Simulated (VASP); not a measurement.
# Li2ScS2 (P1) in VASP: single point with PBE

Aim: the single point of Li2ScS2 with PBE.

Program: VASP 6.6.1. These are calculated values, not measurements. Logs are shortened: lines on timing, memory, paths and dates and some standing lists are left out, and cuts for length are marked.

## Step 1: The cell of the first run

The typed cell holds 10 atoms: a = 3.675 Å, b = 6.364 Å, c = 7.299 Å, α = 98.28°, β = 104.66°, γ = 89.98°.

## Step 2: Single point, PBE

The input, INCAR:

```
SYSTEM = Li2ScS2
PREC = Accurate
ENCUT = 520
EDIFF = 1E-6
ISMEAR = 0
SIGMA = 0.2
LREAL = .False.
LASPH = .True.
NELM = 100
ALGO = Normal
ISIF = 2
LWAVE = .False.
LCHARG = .False.
GGA = PE
NBANDS = 40
```

The input, KPOINTS:

```
Automatic mesh
0
Gamma
  6 4 6
  0 0 0
```

The input, POSCAR:

```
Li2ScS2
1.0
   -3.6751635135      0.0006683262      0.0022850698
   -0.0011922994      6.3637698124     -0.0048871585
    1.8423372716     -1.0557378268     -6.9837565647
Li Sc S
4 2 4
Direct
    0.4469560962      0.8154870345      0.8917061022
    0.9438225497      0.3147218971      0.8911951950
    0.0547714201      0.6845298955      0.1084029868
    0.5534333774      0.1850217629      0.1086151636
    0.2500916517      0.7498832591      0.5001009235
    0.7503063903      0.2501553943      0.4999972991
    0.6328298415      0.8776016871      0.2656550678
    0.1324190832      0.3776485450      0.2656218989
    0.8679611059      0.6224239409      0.7343401154
    0.3674084838      0.1225265838      0.7343652476
```

Potentials or basis: VASP PAW PBE potentials, release 64 (Li_sv, Sc_sv, S).

Started as:

```bash
$ cat potpaw_PBE.64/Li_sv/POTCAR potpaw_PBE.64/Sc_sv/POTCAR potpaw_PBE.64/S/POTCAR > POTCAR
$ mpirun -np 1 vasp_std > vasp.out
```

OUTCAR:

```text
SYSTEM = Li2ScS2
   PREC = Accurate
   ENCUT = 520
   EDIFF = 1E-6
   ISMEAR = 0
   LREAL = .False.
   LASPH = .True.
   NELM = 100
   ISIF = 2
   GGA = PE

 ion  position               nearest neighbor table
   1  0.447  0.815  0.892-  10 2.39   9 2.39   9 2.39   3 2.60   7 2.61   5 2.73
   2  0.944  0.315  0.891-  10 2.38   9 2.39  10 2.39   8 2.61   6 2.73
   3  0.055  0.685  0.108-   8 2.39   7 2.39   7 2.39   1 2.60   9 2.61   5 2.74
   4  0.553  0.185  0.109-   8 2.39   7 2.39   8 2.39  10 2.61   6 2.73
   5  0.250  0.750  0.500-   9 2.68   7 2.68   9 2.68   8 2.68   7 2.68  10 2.68   1 2.73   3 2.74

   6  0.750  0.250  0.500-  10 2.68   8 2.68   8 2.68   9 2.68  10 2.68   7 2.68   2 2.73   4 2.73

   7  0.633  0.878  0.266-   4 2.39   3 2.39   3 2.39   1 2.61   5 2.68   5 2.68   6 2.68
   8  0.132  0.378  0.266-   3 2.39   4 2.39   4 2.39   2 2.61   6 2.68   6 2.68   5 2.68
   9  0.868  0.622  0.734-   2 2.39   1 2.39   1 2.39   3 2.61   5 2.68   5 2.68   6 2.68
  10  0.367  0.123  0.734-   2 2.38   1 2.39   2 2.39   4 2.61   6 2.68   6 2.68   5 2.68

  LATTYP: Found a triclinic cell.
 ALAT       =     7.2994276992
 B/A-ratio  =     0.5034866343
 C/A-ratio  =     0.8718179100
 COS(alpha) =     0.0003687291
 COS(beta)  =     0.1439454475
 COS(gamma) =     0.2530158755

  Lattice vectors:

 A1 = (   1.8423372716,  -1.0557378268,  -6.9837565647)
 A2 = (   3.6751635135,  -0.0006683262,  -0.0022850698)
 A3 = (   0.0011922994,  -6.3637698124,   0.0048871585)

Analysis of symmetry for initial positions (statically):
=====================================================================
 Subroutine PRICEL returns:
 Original cell was already a primitive cell.

 Routine SETGRP: Setting up the symmetry group for a
 triclinic supercell.

 Subroutine GETGRP returns: Found  1 space group operations
 (whereof  1 operations were pure point group operations)
 out of a pool of  2 trial point group operations.

The static configuration has the point symmetry C_1 .

Analysis of symmetry for dynamics (positions and initial velocities):
=====================================================================
 Subroutine PRICEL returns:
 Original cell was already a primitive cell.

 Routine SETGRP: Setting up the symmetry group for a
 triclinic supercell.

 Subroutine GETGRP returns: Found  1 space group operations
 (whereof  1 operations were pure point group operations)
 out of a pool of  2 trial point group operations.

The dynamic configuration has the point symmetry C_1 .

 Subroutine INISYM returns: Found  1 space group operations
 (whereof  1 operations are pure point group operations),
 and found     1 'primitive' translations

----------------------------------------------------------------------------------------

                                     Primitive cell

  volume of cell :     163.3275

  direct lattice vectors                    reciprocal lattice vectors
    -3.675163513  0.000668326  0.002285070    -0.272141384 -0.000106109 -0.071775725
    -0.001192299  6.363769812 -0.004887158     0.000013807  0.157121326 -0.023748464
     1.842337272 -1.055737827 -6.983756565    -0.000089054 -0.000109987 -0.143196279

  length of vectors
     3.675164285  6.363771801  7.299427699     0.281447506  0.158905950  0.143196348

  position of ions in fractional coordinates (direct lattice)
     0.446956096  0.815487035  0.891706102
     0.943822550  0.314721897  0.891195195
     0.054771420  0.684529895  0.108402987
     0.553433377  0.185021763  0.108615164
     0.250091652  0.749883259  0.500100923
     0.750306390  0.250155394  0.499997299
     0.632829841  0.877601687  0.265655068
     0.132419083  0.377648545  0.265621899
     0.867961106  0.622423941  0.734340115
     0.367408484  0.122526584  0.734365248

  ion indices of the primitive-cell ions
   primitive index   ion index
                 1           1
                 2           2
                 3           3
                 4           4
                 5           5
                 6           6
                 7           7
                 8           8
                 9           9
                10          10

----------------------------------------------------------------------------------------

 KPOINTS: Automatic mesh

Automatic generation of k-mesh.
 Grid dimensions read from file:
 generate k-points for:    6    4    6

 Generating k-lattice:

  Cartesian coordinates                     Fractional coordinates (reciprocal lattice)
    -0.045356897 -0.000017685 -0.011962621     0.166666667  0.000000000  0.000000000
     0.000003452  0.039280332 -0.005937116    -0.000000000  0.250000000  0.000000000
    -0.000014842 -0.000018331 -0.023866046    -0.000000000 -0.000000000  0.166666667

  Length of vectors
     0.046907918  0.039726488  0.023866058

  Shift w.r.t. Gamma in fractional coordinates (k-lattice)
     0.000000000  0.000000000  0.000000000

 Subroutine IBZKPT returns following result:
 ===========================================

 Found     76 irreducible k-points:

 Following reciprocal coordinates:
            Coordinates               Weight
  0.000000  0.000000  0.000000      1.000000
  0.166667 -0.000000 -0.000000      2.000000
  0.333333 -0.000000 -0.000000      2.000000
  0.500000 -0.000000 -0.000000      1.000000
 -0.000000  0.250000 -0.000000      2.000000
  0.166667  0.250000  0.000000      2.000000
[... 16 lines left out ...]
  0.333333  0.250000  0.166667      2.000000
  0.500000  0.250000  0.166667      2.000000
 [... further k-points ...]
   k-points           NKPTS =     76   k-points in BZ     NKDIM =     76   number of bands    NBANDS=     40
   number of dos      NEDOS =    301   number of ions     NIONS =     10
   total plane-waves  NPLWV =  72576
   dimension x,y,z NGX =    28 NGY =   48 NGZ =   54
   dimension x,y,z NGXF=    56 NGYF=   96 NGZF=  108
   ions per type =               4   2   4
   NGX,Y,Z   is equivalent  to a cutoff of  12.67, 12.54, 12.30 a.u.
   NGXF,Y,Z  is equivalent  to a cutoff of  25.33, 25.08, 24.60 a.u.
 SYSTEM =  Li2ScS2
   PREC   = accura    normal or accurate (medium, high low for compatibility)
   ISTART =      0    job   : 0-new  1-cont  2-samecut
   ICHARG =      2    charge: 1-file 2-atom 10-const
   ISPIN  =      1    spin polarized calculation?
   LNONCOLLINEAR =      F non collinear calculations
   LSORBIT =      F    spin-orbit coupling
   LASPH  =      T    aspherical Exc in radial PAW
   ENCUT  =  520.0 eV  38.22 Ry    6.18 a.u.   6.83 11.83 13.57*2*pi/ulx,y,z
   NELM   =    100;   NELMIN=  2; NELMDL= -5     # of ELM steps
   EDIFF  = 0.1E-05   stopping-criterion for ELM
   LREAL  =      F    real-space projection
   EDIFFG = 0.1E-04   stopping-criterion for IOM
   NSW    =      0    number of steps for IOM
   IBRION =     -1    ionic relax: 0-MD 1-quasi-New 2-CG
   NFREE  =      0    steps in history (QN), initial steepest desc. (CG)
   ISIF   =      2    stress and relaxation
   ISYM   =      2    0-nonsym 1-usesym 2-fastsym
   POTIM  = 0.5000    time-step for ionic-motion
   TEBEG  =    0.0;   TEEND  =   0.0 temperature during run
   PSTRESS=    0.0 pullay stress
   NELECT =      58.0000    total number of electrons
   NUPDOWN=      -1.0000    fix difference up-down
   EMIN   =  10.00;   EMAX   =-10.00  energy-range for DOS
   EFERMI =   0.00;   METHOD = LEGACY
   ISMEAR =     0;   SIGMA  =   0.20  broadening in eV -4-tet -1-fermi 0-gaus
   EFERMI_NEDOS =   21; number of points for ismear=-14 and -15
   IALGO  =     38    algorithm
   IMIX   =      4    mixing-type and parameters
     AMIX     =   0.40;   BMIX     =  1.00
     AMIX_MAG =   1.60;   BMIX_MAG =  1.00
  volume/ion in A,a.u.               =      16.33       110.22
  Fermi-wavevector in a.u.,A,eV,Ry     =   1.159305  2.190769 18.286067  1.343988
  Thomas-Fermi vector in A             =   2.295899
   LORBIT       =      0    0 simple, 1 ext, 2 COOP (PROOUT), +10 PAW based schemes
   GGA     = PE    functional components
   LHFCALC =     F    Hartree Fock is set to
   AEXX    =    0.0000 exact exchange contribution
   IVDW    =     0    specifies the selected vdW correction
   LEPSILON=     F    determine dielectric tensor
   LRPA    =     F    only Hartree local field effects (RPA)
 non-spin polarized calculation
 Gauss-broadening in eV      SIGMA  =   0.20
  energy-cutoff  :      520.00
  volume of cell :      163.33
 maximum number of plane-waves:      4420
   NGX = 13   NGY = 23   NGZ = 27

 number of electron      58.0000018 magnetization

 Free energy of the ion-electron system (eV)
  ---------------------------------------------------
  ext. energy  EPLUGINS =         0.00000000
  ---------------------------------------------------
  free energy    TOTEN  =       -50.46397101 eV

  energy without entropy =      -50.38072041  energy(sigma->0) =      -50.42234571

 E-fermi :   5.6352     XC(G=0):  -9.5314

 val. band max:        5.6146378338   @ k =   0.5000  -0.2500   0.3333
 cond. band min:       5.6394316849   @ k =  -0.1667  -0.2500   0.3333
 fundamental gap:      0.0247938511
 Fermi energy:         5.6351699076

 k-point     1 :       0.0000    0.0000    0.0000
  band No.  band energies     occupation
      1     -44.6353      2.00000
      2     -44.6256      2.00000
      3     -41.5054      2.00000
      4     -41.4865      2.00000
      5     -41.4693      2.00000
      6     -41.4538      2.00000
[... 32 lines left out ...]
     39       7.8373      0.00000
     40       8.2873      0.00000

 k-point     2 :       0.1667   -0.0000   -0.0000
  band No.  band energies     occupation
      1     -44.6335      2.00000
      2     -44.6251      2.00000
      3     -41.5028      2.00000
      4     -41.4841      2.00000
      5     -41.4714      2.00000
      6     -41.4558      2.00000
[... 935 lines left out ...]
     39       8.3884      0.00000
     40       9.3828      0.00000

 k-point    24 :       0.5000    0.2500    0.1667
  band No.  band energies     occupation
      1     -44.6263      2.00000
      2     -44.6250      2.00000
      3     -41.4876      2.00000
      4     -41.4852      2.00000
      5     -41.4703      2.00000
      6     -41.4683      2.00000
[... 32 lines left out ...]
     39       8.4338      0.00000
     40       8.8995      0.00000

 [... further k-points ...]

------------------------ aborting loop because EDIFF is reached ----------------------------------------

  FORCE on cell =-STRESS in cart. coord.  units (eV):
  Direction    XX          YY          ZZ          XY          YZ          ZX
  --------------------------------------------------------------------------------------
  -------------------------------------------------------------------------------------
  Total        0.2364351      0.2338758      0.0904715      0.0015697     -0.0345687      0.0600603
  in kB        2.3193334      2.2942277      0.8874892      0.0153983     -0.3391052      0.5891672
  external PRESSURE =       1.8336835 kB  Pullay stress =       0.0000000 kB

 VOLUME and BASIS-vectors are now :
 -----------------------------------------------------------------------------
  energy-cutoff  :      520.00
  volume of cell :      163.33
      direct lattice vectors                 reciprocal lattice vectors
    -3.675163513  0.000668326  0.002285070    -0.272141384 -0.000106109 -0.071775725
    -0.001192299  6.363769812 -0.004887158     0.000013807  0.157121326 -0.023748464
     1.842337272 -1.055737827 -6.983756565    -0.000089054 -0.000109987 -0.143196279

 POSITION                                       TOTAL-FORCE (eV/Angst)
 -----------------------------------------------------------------------------------
     -0.00079      4.24846     -6.23042         0.004426      0.001205     -0.015793
     -1.82720      1.06258     -6.22327        -0.018422      0.012375     -0.027388
     -0.00240      4.24178     -0.76028         0.000830     -0.001054      0.016532
     -1.83407      1.06314     -0.75818        -0.001344     -0.005584      0.020301
      0.00133      4.24428     -3.49568        -0.004412      0.005621      0.007094
     -1.83663      1.06457     -3.49137         0.004676     -0.002749      0.003921
     -1.83737      5.30482     -1.85811        -0.002197     -0.001775      0.030657
      0.00225      2.12293     -1.85658         0.000246     -0.005157      0.028058
     -1.83774      3.18627     -5.12951         0.004462      0.001682     -0.037236
      0.00252      0.00468     -5.12839         0.011736     -0.004564     -0.026148
 -----------------------------------------------------------------------------------
    total drift:                               -0.000006     -0.000046     -0.000056

  FREE ENERGIE OF THE ION-ELECTRON SYSTEM (eV)
  ---------------------------------------------------
  free  energy   TOTEN  =       -50.4639710115 eV

  energy  without entropy=      -50.3807204111  energy(sigma->0) =      -50.42234571
```

Run time: 8.3 min. Hardware: 1 thread of Intel Xeon Platinum 8375C at 2.90GHz (Ice Lake), shared host; peak memory 0.51 GiB.

Results:

```yaml
Free_energy: -50.4640 eV
Largest_force: 0.038 eV/Å
Band_gap_on_the_k_mesh: zero (bands 29 and 30 overlap by 0.91 eV)
```

Forces in eV/Å, atoms in the order of the input:
```
Li   0.004  0.001 -0.016
Li  -0.018  0.012 -0.027
Li   0.001 -0.001  0.017
Li  -0.001 -0.006  0.020
Sc  -0.004  0.006  0.007
Sc   0.005 -0.003  0.004
S   -0.002 -0.002  0.031
S    0.000 -0.005  0.028
S    0.004  0.002 -0.037
S    0.012 -0.005 -0.026
```

Caveat: the cutoff is under 1.25 times the usual one of these potentials, so pressure, stress and relaxed cells hold a basis-set (Pulay) error.

The gap in the log of VASP goes by the Fermi energy; the results here count the filled bands.